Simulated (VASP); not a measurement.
# Al4N5 in VASP: notebook

Al4N5 is run at these levels: LDA; tasks: single point.

Everything below comes from runs of VASP 6.6.1. Logs are shortened: lines on timing, memory, paths and dates and some standing lists are left out, and cuts for length are marked.

### 1 The cell of the first run

The cell holds a slab with vacuum, 9 atoms: a = 3.089 Å, b = 3.089 Å, c = 23.442 Å, α = 90.00°, β = 90.00°, γ = 120.00°.

### 2 Single point, LDA, collinear spin

The input, INCAR:

```
SYSTEM = Al4N5
PREC = Accurate ; ENCUT = 520
EDIFF = 1E-6 ; ISMEAR = 0
SIGMA = 0.05 ; LREAL = .False.
LASPH = .True. ; NELM = 150
ALGO = Normal ; ISIF = 2
LWAVE = .False. ; LCHARG = .False.
ISPIN = 2 ; MAGMOM = 0 0 0 0 3 0 0 0 0
LORBIT = 11 ; LDIPOL = .True.
IDIPOL = 3 ; DIPOL = 0.5 0.5 0.364
GGA = CA ; NBANDS = 32
```

The input, KPOINTS:

```
regular mesh
0
Gamma
  9 9 1
  0 0 0
```

The input, POSCAR:

```
Al4N5
1.0
    3.0886572978      0.0000000000      0.0000000000
   -1.5443286489      2.6748556835      0.0000000000
    0.0000000000      0.0000000000     23.4417423460
N Al
5 4
Direct
    0.3333333333      0.6666666666      0.1706357804
    0.6666666667      0.3333333334      0.2760679086
    0.3333333333      0.6666666666      0.3837737194
    0.6666666667      0.3333333334      0.4878740814
    0.3333333333      1.1666666667      0.5474174386
    0.6666666667      0.3333333334      0.1955203112
    0.3333333333      0.6666666666      0.3009524394
    0.6666666667      0.3333333334      0.4041582755
    0.3333333333      0.6666666666      0.5094221312
```

Potentials or basis: VASP PAW LDA potentials, release 64 (N, Al).

Started as:

```
cat potpaw_LDA.64/N/POTCAR potpaw_LDA.64/Al/POTCAR > POTCAR
mpirun -np 1 vasp_std > vasp.out
```

OUTCAR:

```text
SYSTEM = Al4N5
   PREC = Accurate
   ENCUT = 520
   EDIFF = 1E-6
   ISMEAR = 0
   LREAL = .False.
   LASPH = .True.
   NELM = 150
   ISIF = 2
   ISPIN = 2
   LORBIT = 11
   GGA = CA

 ion  position               nearest neighbor table
   1  0.333  0.667  0.171-   6 1.88   6 1.88   6 1.88
   2  0.667  0.333  0.276-   7 1.88   7 1.88   7 1.88   6 1.89
   3  0.333  0.667  0.384-   8 1.85   8 1.85   8 1.85   7 1.94
   4  0.667  0.333  0.488-   5 1.66   9 1.85   9 1.85   9 1.85   8 1.96
   5  0.333  0.167  0.547-   4 1.66   9 1.78   9 1.78
   6  0.667  0.333  0.196-   1 1.88   1 1.88   1 1.88   2 1.89   7 3.05   7 3.05   7 3.05
   7  0.333  0.667  0.301-   2 1.88   2 1.88   2 1.88   3 1.94   8 3.01   8 3.01   8 3.01   6 3.05
                             6 3.05   6 3.05
   8  0.667  0.333  0.404-   3 1.85   3 1.85   3 1.85   4 1.96   7 3.01   7 3.01   7 3.01   9 3.04
                             9 3.04   9 3.04
   9  0.333  0.667  0.509-   5 1.78   5 1.78   4 1.85   4 1.85   4 1.85   8 3.04   8 3.04   8 3.04

  LATTYP: Found a hexagonal cell.
 ALAT       =     3.0886572978
 C/A-ratio  =     7.5896223135

  Lattice vectors:

 A1 = (   3.0886572978,   0.0000000000,   0.0000000000)
 A2 = (  -1.5443286489,   2.6748556835,   0.0000000000)
 A3 = (   0.0000000000,   0.0000000000,  23.4417423460)

Analysis of symmetry for initial positions (statically):
=====================================================================
 Subroutine PRICEL returns:
 Original cell was already a primitive cell.

 Routine SETGRP: Setting up the symmetry group for a
 hexagonal supercell.

 Subroutine GETGRP returns: Found  2 space group operations
 (whereof  2 operations were pure point group operations)
 out of a pool of 24 trial point group operations.

The static configuration has the point symmetry C_1h.

Analysis of symmetry for dynamics (positions and initial velocities):
=====================================================================
 Subroutine PRICEL returns:
 Original cell was already a primitive cell.

 Routine SETGRP: Setting up the symmetry group for a
 hexagonal supercell.

 Subroutine GETGRP returns: Found  2 space group operations
 (whereof  2 operations were pure point group operations)
 out of a pool of 24 trial point group operations.

The dynamic configuration has the point symmetry C_1h.

Analysis of structural, dynamic, and magnetic symmetry:
=====================================================================
 Subroutine PRICEL returns:
 Original cell was already a primitive cell.

 Routine SETGRP: Setting up the symmetry group for a
 hexagonal supercell.

 Subroutine GETGRP returns: Found  2 space group operations
 (whereof  2 operations were pure point group operations)
 out of a pool of 24 trial point group operations.

The overall configuration has the point symmetry C_1h.

 Subroutine INISYM returns: Found  2 space group operations
 (whereof  2 operations are pure point group operations),
 and found     1 'primitive' translations

----------------------------------------------------------------------------------------

                                     Primitive cell

  volume of cell :     193.6689

  direct lattice vectors                    reciprocal lattice vectors
     3.088657298  0.000000000  0.000000000     0.323765282  0.186925973  0.000000000
    -1.544328649  2.674855684  0.000000000     0.000000000  0.373851945  0.000000000
     0.000000000  0.000000000 23.441742346     0.000000000  0.000000000  0.042658945

  length of vectors
     3.088657298  3.088657298 23.441742346     0.373851945  0.373851945  0.042658945

  position of ions in fractional coordinates (direct lattice)
     0.333333333  0.666666667  0.170635780
     0.666666667  0.333333333  0.276067909
     0.333333333  0.666666667  0.383773719
     0.666666667  0.333333333  0.487874081
     0.333333333  0.166666667  0.547417439
     0.666666667  0.333333333  0.195520311
     0.333333333  0.666666667  0.300952439
     0.666666667  0.333333333  0.404158276
     0.333333333  0.666666667  0.509422131

  ion indices of the primitive-cell ions
   primitive index   ion index
                 1           1
[... 75 lines left out ...]
   LSORBIT =      F    spin-orbit coupling
   LASPH  =      T    aspherical Exc in radial PAW
   ENCUT  =  520.0 eV  38.22 Ry    6.18 a.u.   5.74  5.74 43.59*2*pi/ulx,y,z
   NELM   =    150;   NELMIN=  2; NELMDL= -5     # of ELM steps
   EDIFF  = 0.1E-05   stopping-criterion for ELM
   LREAL  =      F    real-space projection
   EDIFFG = 0.1E-04   stopping-criterion for IOM
   NSW    =      0    number of steps for IOM
   IBRION =     -1    ionic relax: 0-MD 1-quasi-New 2-CG
   NFREE  =      0    steps in history (QN), initial steepest desc. (CG)
   ISIF   =      2    stress and relaxation
   ISYM   =      2    0-nonsym 1-usesym 2-fastsym
   POTIM  = 0.5000    time-step for ionic-motion
   TEBEG  =    0.0;   TEEND  =   0.0 temperature during run
   PSTRESS=    0.0 pullay stress
   NELECT =      37.0000    total number of electrons
   NUPDOWN=      -1.0000    fix difference up-down
   EMIN   =  10.00;   EMAX   =-10.00  energy-range for DOS
   EFERMI =   0.00;   METHOD = LEGACY
   ISMEAR =     0;   SIGMA  =   0.05  broadening in eV -4-tet -1-fermi 0-gaus
   EFERMI_NEDOS =   21; number of points for ismear=-14 and -15
   IALGO  =     38    algorithm
   IMIX   =      4    mixing-type and parameters
     AMIX     =   0.40;   BMIX     =  1.00
     AMIX_MAG =   1.60;   BMIX_MAG =  1.00
  volume/ion in A,a.u.               =      21.52       145.22
  Fermi-wavevector in a.u.,A,eV,Ry     =   0.942878  1.781781 12.095832  0.889019
  Thomas-Fermi vector in A             =   2.070530
   LORBIT       =     11    0 simple, 1 ext, 2 COOP (PROOUT), +10 PAW based schemes
   GGA     = CA    functional components
   LHFCALC =     F    Hartree Fock is set to
   AEXX    =    0.0000 exact exchange contribution
   IVDW    =     0    specifies the selected vdW correction
   LEPSILON=     F    determine dielectric tensor
   LRPA    =     F    only Hartree local field effects (RPA)
 spin polarized calculation
 Gauss-broadening in eV      SIGMA  =   0.05
  energy-cutoff  :      520.00
  volume of cell :      193.67
 maximum number of plane-waves:      5230
   NGX = 11   NGY = 11   NGZ = 87

 dipolmoment           0.000000      0.000000      0.097096 electrons x Angstroem

 number of electron      37.0000000 magnetization      -0.0314108

 number of electron      37.0000000 magnetization       0.4135140

 dipolmoment           0.000000      0.000000     -0.036354 electrons x Angstroem

 Free energy of the ion-electron system (eV)
  ---------------------------------------------------
  ext. energy  EPLUGINS =         0.00000000
  ---------------------------------------------------
  free energy    TOTEN  =       -68.18017116 eV

  energy without entropy =      -68.16918743  energy(sigma->0) =      -68.17467930

 E-fermi :  -0.9521     XC(G=0):  -5.7822

 val. band max:       -0.9588264419   @ k =  -0.2222   0.4444   0.0000
 cond. band min:      -0.9516402985   @ k =   0.4444   0.3333   0.0000
 fundamental gap:      0.0071861434
 Fermi energy:        -0.9520739567

 spin component 1

 k-point     1 :       0.0000    0.0000    0.0000
  band No.  band energies     occupation
      1     -19.7128      1.00000
      2     -17.5175      1.00000
      3     -16.2008      1.00000
      4     -14.0028      1.00000
      5     -13.1262      1.00000
      6      -7.8274      1.00000
[... 781 lines left out ...]
     29       8.9959      0.00000
     30       9.4050      0.00000

 [... further k-points ...]

 spin component 2

 k-point     1 :       0.0000    0.0000    0.0000
  band No.  band energies     occupation
      1     -19.5568      1.00000
      2     -17.5025      1.00000
      3     -16.1945      1.00000
      4     -14.0113      1.00000
      5     -12.9007      1.00000
      6      -7.7830      1.00000
[... 781 lines left out ...]
     29       9.0255      0.00000
     30       9.4333      0.00000

 [... further k-points ...]

 [bands above 30 left out]

------------------------ aborting loop because EDIFF is reached ----------------------------------------

 vacuum level on the upper side and lower side of the slab       (xc-potential included)        -0.397         0.381

  FORCE on cell =-STRESS in cart. coord.  units (eV):
  Direction    XX          YY          ZZ          XY          YZ          ZX
  --------------------------------------------------------------------------------------
  -------------------------------------------------------------------------------------
  Total        3.7971816      6.9924296     -0.2526721     -2.7671659      1.0858062      1.8806715
  in kB       31.4131856     57.8467169     -2.0902968    -22.8921097      8.9826181     15.5583505
  external PRESSURE =      29.0565352 kB  Pullay stress =       0.0000000 kB

 VOLUME and BASIS-vectors are now :
 -----------------------------------------------------------------------------
  energy-cutoff  :      520.00
  volume of cell :      193.67
      direct lattice vectors                 reciprocal lattice vectors
     3.088657298  0.000000000  0.000000000     0.323765282  0.186925973  0.000000000
    -1.544328649  2.674855684  0.000000000     0.000000000  0.373851945  0.000000000
     0.000000000  0.000000000 23.441742346     0.000000000  0.000000000  0.042658945

 POSITION                                       TOTAL-FORCE (eV/Angst)
 -----------------------------------------------------------------------------------
     -0.00000      1.78324      4.00000         0.002602      0.001502      1.994158
      1.54433      0.89162      6.47151        -0.000893     -0.000516      1.595451
     -0.00000      1.78324      8.99632        -0.122442     -0.070692     -0.561716
      1.54433      0.89162     11.43662        -0.006378     -0.003682     -2.169977
      0.77216      0.44581     12.83242         0.812637      0.469176      0.107031
      1.54433      0.89162      4.58334         0.000039      0.000023     -2.511000
     -0.00000      1.78324      7.05485        -0.019741     -0.011397     -0.997564
      1.54433      0.89162      9.47417        -0.289438     -0.167107      0.737582
     -0.00000      1.78324     11.94174        -0.376387     -0.217307      1.806035
 -----------------------------------------------------------------------------------
    total drift:                               -0.000109     -0.000063      0.000491

  FREE ENERGIE OF THE ION-ELECTRON SYSTEM (eV)
  ---------------------------------------------------
  free  energy   TOTEN  =       -68.1801711641 eV

  energy  without entropy=      -68.1691874278  energy(sigma->0) =      -68.17467930

 vacuum level on the upper side and lower side of the slab         6.234         7.030

 total charge

# of ion       s       p       d       tot
------------------------------------------
    1        1.244   2.436   0.000   3.680
    2        1.219   2.613   0.000   3.833
    3        1.216   2.636   0.000   3.851
    4        1.224   2.600   0.000   3.824
    5        1.306   2.335   0.000   3.642
    6        0.382   0.458   0.000   0.840
    7        0.375   0.456   0.000   0.831
    8        0.378   0.458   0.000   0.837
    9        0.372   0.527   0.000   0.899
--------------------------------------------------
tot          7.717  14.520   0.000  22.237

 magnetization (x)

# of ion       s       p       d       tot
------------------------------------------
    1       -0.000  -0.007   0.000  -0.008
    2        0.000   0.003   0.000   0.003
    3        0.000   0.004   0.000   0.005
    4        0.001   0.039   0.000   0.040
    5        0.006   0.227   0.000   0.233
    6        0.000  -0.000   0.000  -0.000
    7       -0.000   0.000   0.000  -0.000
    8        0.000   0.001   0.000   0.001
    9        0.000   0.004   0.000   0.004
--------------------------------------------------
tot          0.007   0.270   0.000   0.277
```

It took 20 min on 1 thread of Intel Xeon 6975P-C (Granite Rapids), shared host; peak memory 0.4 GiB.

Results:

```
Free energy                                           : -68.1802 eV
Largest force                                         : 2.511 eV/Å
Net moment                                            : 0.41 μB per cell
Site moments                                          : N -0.01, +0.00, +0.01, +0.04, +0.23; Al -0.00, +0.00 (each value once) μB
Valence electrons inside the program's atomic spheres : N 3.68, 3.83, 3.85, 3.82, 3.64; Al 0.84, 0.83, 0.90 (each value once)
```

Forces on the atoms (eV/Å):
```
N    0.003  0.002  1.994
N   -0.001 -0.001  1.595
N   -0.122 -0.071 -0.562
N   -0.006 -0.004 -2.170
N    0.813  0.469  0.107
Al   0.000  0.000 -2.511
Al  -0.020 -0.011 -0.998
Al  -0.289 -0.167  0.738
Al  -0.376 -0.217  1.806
```

(Continued in part 2 of 2.)
